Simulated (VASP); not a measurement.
# SiC in VASP: notebook, part 2 of 2

VASP 6.6.1. Earlier steps stand in the parts before.

**3. Single point, PBEsol (z stretched by -0.5 %, x and y held)**

The input, INCAR:

```
PREC = Accurate ; ENCUT = 520
EDIFF = 1E-6 ; ISMEAR = 0
SIGMA = 0.01 ; LREAL = F
LASPH = T ; NELM = 100
ALGO = Normal ; ISIF = 2
LWAVE = F ; LCHARG = T
GGA = PS ; LELF = T
LVHAR = T ; NBANDS = 11
```

The input, KPOINTS:

```
regular mesh
0
Gamma
  10 10 10
```

The input, POSCAR:

```
SiC
1.0
    0.0000000000      2.1784118705      2.1675198112
    2.1784118705      0.0000000000      2.1675198112
    2.1784118705      2.1784118705      0.0000000000
Si C
1 1
Direct
    0.0000000000      0.0000000000      0.0000000000
    0.7500000000      0.7500000000      0.7500000000
```

Potentials or basis: VASP PAW PBE potentials, release 64 (Si, C).

Run with:

```sh
$ cat potpaw_PBE.64/Si/POTCAR potpaw_PBE.64/C/POTCAR > POTCAR
$ mpirun -np 1 vasp_std > vasp.out
```

OUTCAR:

```text
PREC = Accurate
   ENCUT = 520
   EDIFF = 1E-6
   ISMEAR = 0
   LREAL = F
   LASPH = T
   NELM = 100
   ISIF = 2
   GGA = PS

 ion  position               nearest neighbor table
   1  0.000  0.000  0.000-   2 1.88   2 1.88   2 1.88   2 1.88
   2  0.750  0.750  0.750-   1 1.88   1 1.88   1 1.88   1 1.88

  LATTYP: Found a body centered tetragonal cell.
 ALAT       =     3.0807396117
 C/A-ratio  =     1.4071424946

  Lattice vectors:

 A1 = (   0.0000000000,  -2.1784118705,  -2.1675198112)
 A2 = (   0.0000000000,   2.1784118705,  -2.1675198112)
 A3 = (   2.1784118705,   0.0000000000,   2.1675198112)

Analysis of symmetry for initial positions (statically):
=====================================================================
 Subroutine PRICEL returns:
 Original cell was already a primitive cell.

 Routine SETGRP: Setting up the symmetry group for a
 body centered tetragonal supercell.

 Subroutine GETGRP returns: Found  8 space group operations
 (whereof  8 operations were pure point group operations)
 out of a pool of 16 trial point group operations.

The static configuration has the point symmetry D_2d.

Analysis of symmetry for dynamics (positions and initial velocities):
=====================================================================
 Subroutine PRICEL returns:
 Original cell was already a primitive cell.

 Routine SETGRP: Setting up the symmetry group for a
 body centered tetragonal supercell.

 Subroutine GETGRP returns: Found  8 space group operations
 (whereof  8 operations were pure point group operations)
 out of a pool of 16 trial point group operations.

The dynamic configuration has the point symmetry D_2d.

 Subroutine INISYM returns: Found  8 space group operations
 (whereof  8 operations are pure point group operations),
 and found     1 'primitive' translations

----------------------------------------------------------------------------------------

                                     Primitive cell

  volume of cell :      20.5718

  direct lattice vectors                    reciprocal lattice vectors
     0.000000000  2.178411871  2.167519811    -0.229525007  0.229525007  0.230678399
     2.178411871  0.000000000  2.167519811     0.229525007 -0.229525007  0.230678399
     2.178411871  2.178411871  0.000000000     0.229525007  0.229525007 -0.230678399

  length of vectors
     3.073047414  3.073047414  3.080739612     0.398215999  0.398215999  0.398215999

  position of ions in fractional coordinates (direct lattice)
     0.000000000  0.000000000  0.000000000
     0.750000000  0.750000000  0.750000000

  ion indices of the primitive-cell ions
   primitive index   ion index
                 1           1
                 2           2

----------------------------------------------------------------------------------------

 KPOINTS: regular mesh

Automatic generation of k-mesh.
 Grid dimensions read from file:
 generate k-points for:   10   10   10

 Generating k-lattice:

  Cartesian coordinates                     Fractional coordinates (reciprocal lattice)
    -0.022952501  0.022952501  0.023067840     0.100000000 -0.000000000  0.000000000
     0.022952501 -0.022952501  0.023067840    -0.000000000  0.100000000  0.000000000
     0.022952501  0.022952501 -0.023067840     0.000000000  0.000000000  0.100000000

  Length of vectors
     0.039821600  0.039821600  0.039821600

  Shift w.r.t. Gamma in fractional coordinates (k-lattice)
     0.000000000  0.000000000  0.000000000

 Subroutine IBZKPT returns following result:
 ===========================================

 Found    102 irreducible k-points:

 Following reciprocal coordinates:
            Coordinates               Weight
  0.000000  0.000000  0.000000      1.000000
  0.100000  0.000000  0.000000      8.000000
  0.200000  0.000000  0.000000      8.000000
  0.300000  0.000000  0.000000      8.000000
  0.400000  0.000000  0.000000      8.000000
  0.500000  0.000000  0.000000      4.000000
[... 16 lines left out ...]
  0.300000  0.300000  0.000000      2.000000
  0.400000  0.300000  0.000000      8.000000
 [... further k-points ...]
   k-points           NKPTS =    102   k-points in BZ     NKDIM =    102   number of bands    NBANDS=     11
   number of dos      NEDOS =    301   number of ions     NIONS =      2
   total plane-waves  NPLWV =  13824
   dimension x,y,z NGX =    24 NGY =   24 NGZ =   24
   dimension x,y,z NGXF=    48 NGYF=   48 NGZF=   48
   ions per type =               1   1
   NGX,Y,Z   is equivalent  to a cutoff of  12.98, 12.98, 12.95 a.u.
   NGXF,Y,Z  is equivalent  to a cutoff of  25.97, 25.97, 25.90 a.u.
 SYSTEM =  unknown system
   PREC   = accura    normal or accurate (medium, high low for compatibility)
   ISTART =      0    job   : 0-new  1-cont  2-samecut
   ICHARG =      2    charge: 1-file 2-atom 10-const
   ISPIN  =      1    spin polarized calculation?
   LNONCOLLINEAR =      F non collinear calculations
   LSORBIT =      F    spin-orbit coupling
   LASPH  =      T    aspherical Exc in radial PAW
   ENCUT  =  520.0 eV  38.22 Ry    6.18 a.u.   5.71  5.71  5.73*2*pi/ulx,y,z
   NELM   =    100;   NELMIN=  2; NELMDL= -5     # of ELM steps
   EDIFF  = 0.1E-05   stopping-criterion for ELM
   LREAL  =      F    real-space projection
   EDIFFG = 0.1E-04   stopping-criterion for IOM
   NSW    =      0    number of steps for IOM
   IBRION =     -1    ionic relax: 0-MD 1-quasi-New 2-CG
   NFREE  =      0    steps in history (QN), initial steepest desc. (CG)
   ISIF   =      2    stress and relaxation
   ISYM   =      2    0-nonsym 1-usesym 2-fastsym
   POTIM  = 0.5000    time-step for ionic-motion
   TEBEG  =    0.0;   TEEND  =   0.0 temperature during run
   PSTRESS=    0.0 pullay stress
   NELECT =       8.0000    total number of electrons
   NUPDOWN=      -1.0000    fix difference up-down
   EMIN   =  10.00;   EMAX   =-10.00  energy-range for DOS
   EFERMI =   0.00;   METHOD = LEGACY
   ISMEAR =     0;   SIGMA  =   0.01  broadening in eV -4-tet -1-fermi 0-gaus
   EFERMI_NEDOS =   21; number of points for ismear=-14 and -15
   IALGO  =     38    algorithm
   IMIX   =      4    mixing-type and parameters
     AMIX     =   0.40;   BMIX     =  1.00
     AMIX_MAG =   1.60;   BMIX_MAG =  1.00
  volume/ion in A,a.u.               =      10.29        69.41
  Fermi-wavevector in a.u.,A,eV,Ry     =   1.194943  2.258115 19.427602  1.427888
  Thomas-Fermi vector in A             =   2.330921
   LORBIT       =      0    0 simple, 1 ext, 2 COOP (PROOUT), +10 PAW based schemes
   GGA     = PS    functional components
   LHFCALC =     F    Hartree Fock is set to
   AEXX    =    0.0000 exact exchange contribution
   IVDW    =     0    specifies the selected vdW correction
   LEPSILON=     F    determine dielectric tensor
   LRPA    =     F    only Hartree local field effects (RPA)
 non-spin polarized calculation
 Gauss-broadening in eV      SIGMA  =   0.01
  energy-cutoff  :      520.00
  volume of cell :       20.57
 maximum number of plane-waves:       568
   NGX = 11   NGY = 11   NGZ = 11

 number of electron       8.0000001 magnetization

 Free energy of the ion-electron system (eV)
  ---------------------------------------------------
  ext. energy  EPLUGINS =         0.00000000
  ---------------------------------------------------
  free energy    TOTEN  =       -15.91406722 eV

  energy without entropy =      -15.91406722  energy(sigma->0) =      -15.91406722

 E-fermi :   8.2674     XC(G=0): -11.5300

 val. band max:        8.1446792367   @ k =   0.0000   0.0000   0.0000
 cond. band min:       9.3201313052   @ k =   0.5000   0.5000   0.0000
 fundamental gap:      1.1754520685
 Fermi energy:         8.2673654099

 k-point     1 :       0.0000    0.0000    0.0000
  band No.  band energies     occupation
      1      -7.3480      2.00000
      2       8.1110      2.00000
      3       8.1110      2.00000
      4       8.1447      2.00000
      5      14.3769      0.00000
      6      15.3963      0.00000
      7      15.4091      0.00000
      8      15.4091      0.00000
      9      22.5357      0.00000
     10      22.6882      0.00000
     11      24.4748      0.00000
[... 309 lines left out ...]
 k-point    24 :       0.4000    0.3000    0.0000
  band No.  band energies     occupation
      1      -4.1551      2.00000
      2       2.5550      2.00000
      3       4.9129      2.00000
      4       5.4341      2.00000
      5      10.8631      0.00000
      6      13.6069      0.00000
      7      19.7473      0.00000
      8      20.0214      0.00000
      9      21.9035      0.00000
     10      26.1607      0.00000
     11      29.3987      0.00000

 [... further k-points ...]

------------------------ aborting loop because EDIFF is reached ----------------------------------------

  FORCE on cell =-STRESS in cart. coord.  units (eV):
  Direction    XX          YY          ZZ          XY          YZ          ZX
  --------------------------------------------------------------------------------------
  -------------------------------------------------------------------------------------
  Total        0.1363199      0.1363199      0.2969750      0.0000000      0.0000000     -0.0000000
  in kB       10.6168789     10.6168789     23.1290305      0.0000000      0.0000000     -0.0000000
  external PRESSURE =      14.7875961 kB  Pullay stress =       0.0000000 kB

 VOLUME and BASIS-vectors are now :
 -----------------------------------------------------------------------------
  energy-cutoff  :      520.00
  volume of cell :       20.57
      direct lattice vectors                 reciprocal lattice vectors
     0.000000000  2.178411871  2.167519811    -0.229525007  0.229525007  0.230678399
     2.178411871  0.000000000  2.167519811     0.229525007 -0.229525007  0.230678399
     2.178411871  2.178411871  0.000000000     0.229525007  0.229525007 -0.230678399

 POSITION                                       TOTAL-FORCE (eV/Angst)
 -----------------------------------------------------------------------------------
      0.00000      0.00000      0.00000        -0.000000     -0.000000      0.000000
      3.26762      3.26762      3.25128         0.000000      0.000000      0.000000
 -----------------------------------------------------------------------------------
    total drift:                               -0.000000     -0.000000     -0.000000

  FREE ENERGIE OF THE ION-ELECTRON SYSTEM (eV)
  ---------------------------------------------------
  free  energy   TOTEN  =       -15.9140672177 eV

  energy  without entropy=      -15.9140672177  energy(sigma->0) =      -15.91406722
```

Wall time 8.5 s (1 thread of Intel Xeon Platinum 8488C (Sapphire Rapids), shared host); peak memory 0.14 GiB.

Results:

```yaml
Free_energy: -15.9141 eV
Pressure: 1.5 GPa
Band_gap_on_the_k_mesh: 1.18 eV, indirect (least direct gap 4.44 eV)
```

Stress tensor (GPa, compression positive):
```
1.06 0.00 0.00
0.00 1.06 0.00
0.00 0.00 2.31
```

Caveat: the cell differs from its parent crystal (z stretched by -0.5 %, x and y held); the PAW data sets were made with another functional, which shifts forces and pressure a little. A k mesh can miss the band edges.
